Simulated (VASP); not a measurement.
# ZnGeP2 (I-42d) in VASP: a series of runs, part 2 of 2

VASP 6.6.1. The steps go on from the part before.

## (3) Single point, r2SCAN

This run uses another cell than the first one, of 19.90 Å³/atom.

POSCAR reads:

```
ZnGeP2
1.0
   -2.7233306690      2.7233306690      5.3656199548
    2.7233306690     -2.7233306690      5.3656199548
    2.7233306690      2.7233306690     -5.3656199548
Zn Ge P
2 2 4
Direct
    0.0000000000      0.0000000000      0.0000000000
    0.7500000000      0.2500000000      0.5000000000
    0.5000000000      0.5000000000      0.0000000000
    0.2500000000      0.7500000000      0.5000000000
    0.3750000000      0.3792106962      0.5042106962
    0.6207893038      0.1250000000      0.9957893038
    0.8750000000      0.8707893038      0.4957893038
    0.1292106962      0.6250000000      0.0042106962
```

INCAR.step1 reads:

```
  PREC = Accurate
  ENCUT = 550
  ISMEAR = 0
  SIGMA = 0.01
  LREAL = F
  LASPH = T
  NELM = 120
  NBANDS = 46
  GGA = PE
  ALGO = Normal
  EDIFF = 1E-5
  LWAVE = T
  LCHARG = F
  GGA_COMPAT = F
```

INCAR.step2 reads:

```
  PREC = Accurate
  ENCUT = 550
  EDIFF = 1E-6
  ISMEAR = 0
  SIGMA = 0.01
  LREAL = F
  LASPH = T
  NELM = 120
  ALGO = Normal
  ISIF = 2
  LWAVE = F
  LCHARG = F
  METAGGA = R2SCAN
  LMIXTAU = T
  NBANDS = 46
  ISTART = 1
  GGA_COMPAT = F
```

KPOINTS reads:

```
Automatic mesh
0
Gamma
  6 6 6
```

Potentials or basis: VASP PAW PBE potentials, release 64 (Zn, Ge_d, P).

The run is started by

```
$ cat potpaw_PBE.64/Zn/POTCAR potpaw_PBE.64/Ge_d/POTCAR potpaw_PBE.64/P/POTCAR > POTCAR
$ cp INCAR.step1 INCAR
$ mpirun -np 1 vasp_std > vasp.out
$ cp INCAR.step2 INCAR
$ mpirun -np 1 vasp_std > vasp.out
```

OUTCAR:

```text
PREC = Accurate
   ENCUT = 550
   EDIFF = 1E-6
   ISMEAR = 0
   LREAL = F
   LASPH = T
   NELM = 120
   ISIF = 2
   METAGGA = R2SCAN
   ISTART = 1

 ion  position               nearest neighbor table
   1  0.000  0.000  0.000-   5 2.36   6 2.36   8 2.36   7 2.36
   2  0.750  0.250  0.500-   8 2.36   7 2.36   5 2.36   6 2.36
   3  0.500  0.500  0.000-   5 2.33   6 2.33   7 2.33   8 2.33
   4  0.250  0.750  0.500-   8 2.33   6 2.33   7 2.33   5 2.33
   5  0.375  0.379  0.504-   3 2.33   4 2.33   1 2.36   2 2.36
   6  0.621  0.125  0.996-   3 2.33   4 2.33   1 2.36   2 2.36
   7  0.875  0.871  0.496-   3 2.33   4 2.33   2 2.36   1 2.36
   8  0.129  0.625  0.004-   4 2.33   3 2.33   2 2.36   1 2.36

  LATTYP: Found a body centered tetragonal cell.
 ALAT       =     5.4466613380
 C/A-ratio  =     1.9702418130

  Lattice vectors:

 A1 = (  -2.7233306690,   2.7233306690,   5.3656199548)
 A2 = (   2.7233306690,  -2.7233306690,   5.3656199548)
 A3 = (   2.7233306690,   2.7233306690,  -5.3656199548)

Analysis of symmetry for initial positions (statically):
=====================================================================
 Subroutine PRICEL returns:
 Original cell was already a primitive cell.

 Routine SETGRP: Setting up the symmetry group for a
 body centered tetragonal supercell.

 Subroutine GETGRP returns: Found  8 space group operations
 (whereof  4 operations were pure point group operations)
 out of a pool of 16 trial point group operations.

The static configuration has the point symmetry S_4 .
 The point group associated with its full space group is D_2d.

Analysis of symmetry for dynamics (positions and initial velocities):
=====================================================================
 Subroutine PRICEL returns:
 Original cell was already a primitive cell.

 Routine SETGRP: Setting up the symmetry group for a
[... 137 lines left out ...]
   IMIX   =      4    mixing-type and parameters
     AMIX     =   0.40;   BMIX     =  1.00
     AMIX_MAG =   1.60;   BMIX_MAG =  1.00
  volume/ion in A,a.u.               =      19.90       134.27
  Fermi-wavevector in a.u.,A,eV,Ry     =   1.256682  2.374785 21.487001  1.579250
  Thomas-Fermi vector in A             =   2.390378
   LORBIT       =      0    0 simple, 1 ext, 2 COOP (PROOUT), +10 PAW based schemes
   METAGGA = R2SCAN    functional components
   LHFCALC =     F    Hartree Fock is set to
   AEXX    =    0.0000 exact exchange contribution
   IVDW    =     0    specifies the selected vdW correction
   LEPSILON=     F    determine dielectric tensor
   LRPA    =     F    only Hartree local field effects (RPA)
 non-spin polarized calculation
 Gauss-broadening in eV      SIGMA  =   0.01
  energy-cutoff  :      550.00
  volume of cell :      159.18
 maximum number of plane-waves:      4701
 NGX is ok and might be reduce to    54
   NGX = 25   NGY = 25   NGZ = 25

 number of electron      72.0000015 magnetization

 Free energy of the ion-electron system (eV)
  ---------------------------------------------------
  ext. energy  EPLUGINS =         0.00000000
  ---------------------------------------------------
  free energy    TOTEN  =       -83.76565387 eV

  energy without entropy =      -83.76565387  energy(sigma->0) =      -83.76565387

 E-fermi :   4.2812     XC(G=0): -10.5510

 val. band max:        4.2052007447   @ k =   0.0000   0.0000   0.0000
 cond. band min:       5.7075808220   @ k =   0.5000   0.5000   0.5000
 fundamental gap:      1.5023800773
 Fermi energy:         4.2812243246

 k-point     1 :       0.0000    0.0000    0.0000
  band No.  band energies     occupation
      1     -21.3651      2.00000
      2     -21.3637      2.00000
      3     -21.3637      2.00000
      4     -21.3583      2.00000
      5     -21.3516      2.00000
      6     -21.3516      2.00000
[... 1165 lines left out ...]
     45       9.1261      0.00000
     46       9.6475      0.00000

 [... further k-points ...]
[... 5 lines left out ...]
  --------------------------------------------------------------------------------------
  -------------------------------------------------------------------------------------
  Total       -0.0999956     -0.0999956     -0.0997813      0.0000000      0.0000000      0.0000000
  in kB       -1.0064928     -1.0064928     -1.0043360      0.0000000      0.0000000      0.0000000
  external PRESSURE =      -1.0057739 kB  Pullay stress =       0.0000000 kB

 VOLUME and BASIS-vectors are now :
 -----------------------------------------------------------------------------
  energy-cutoff  :      550.00
  volume of cell :      159.18
      direct lattice vectors                 reciprocal lattice vectors
    -2.723330669  2.723330669  5.365619955     0.000000000  0.183598711  0.093185877
     2.723330669 -2.723330669  5.365619955     0.183598711  0.000000000  0.093185877
     2.723330669  2.723330669 -5.365619955     0.183598711  0.183598711  0.000000000

 POSITION                                       TOTAL-FORCE (eV/Angst)
 -----------------------------------------------------------------------------------
      0.00000      0.00000      0.00000        -0.000000      0.000000      0.000000
     -0.00000      2.72333      2.68281         0.000000     -0.000000     -0.000000
      0.00000      0.00000      5.36562        -0.000000     -0.000000     -0.000000
      2.72333     -0.00000      2.68281         0.000000     -0.000000      0.000000
      1.38460      1.36167      1.34140         0.011897     -0.000000      0.000000
      1.36167      4.06206     -1.34140        -0.000000     -0.011897     -0.000000
      1.33873      1.36167      6.70702        -0.011897     -0.000000     -0.000000
      1.36167     -1.33873      4.02421        -0.000000      0.011897      0.000000
 -----------------------------------------------------------------------------------
    total drift:                               -0.000001     -0.000001     -0.000000

  FREE ENERGIE OF THE ION-ELECTRON SYSTEM (eV)
  ---------------------------------------------------
  free  energy   TOTEN  =       -83.7656538686 eV

  energy  without entropy=      -83.7656538686  energy(sigma->0) =      -83.76565387
```

It took 15 min on 1 thread of AMD EPYC 9R45 (Zen 5), shared host; peak memory 0.52 GiB.

What came out:

```
Free energy            : -83.7657 eV
Pressure               : -0.1 GPa
Largest force          : 0.012 eV/Å
Band gap on the k mesh : 1.50 eV (least direct gap 1.63 eV)
```

Forces in eV/Å, atoms in the order of the input:
```
Zn   0.000  0.000  0.000
Zn   0.000  0.000  0.000
Ge   0.000  0.000  0.000
Ge   0.000  0.000  0.000
P    0.012  0.000  0.000
P    0.000 -0.012  0.000
P   -0.012  0.000  0.000
P    0.000  0.012  0.000
```

Levels at points of the mesh, in eV from the valence-band top:
| k point | band 34 | band 35 | band 36 | band 37 | band 38 | band 39 |
| --- | --- | --- | --- | --- | --- | --- |
| (0.00, 0.00, 0.00) | -0.08 | -0.08 | 0.00 | 1.63 | 1.84 | 1.91 |
| (0.50, 0.00, 0.00) | -1.93 | -1.70 | -0.99 | 2.69 | 2.81 | 3.09 |
| (0.50, 0.50, 0.00) | -1.25 | -0.78 | -0.78 | 1.56 | 1.56 | 3.38 |
| (0.50, 0.50, 0.50) | -2.01 | -1.41 | -1.41 | 1.50 | 1.50 | 1.73 |

Caveat: the PAW data sets were made with another functional, which shifts forces and pressure a little. A k mesh can miss the band edges.
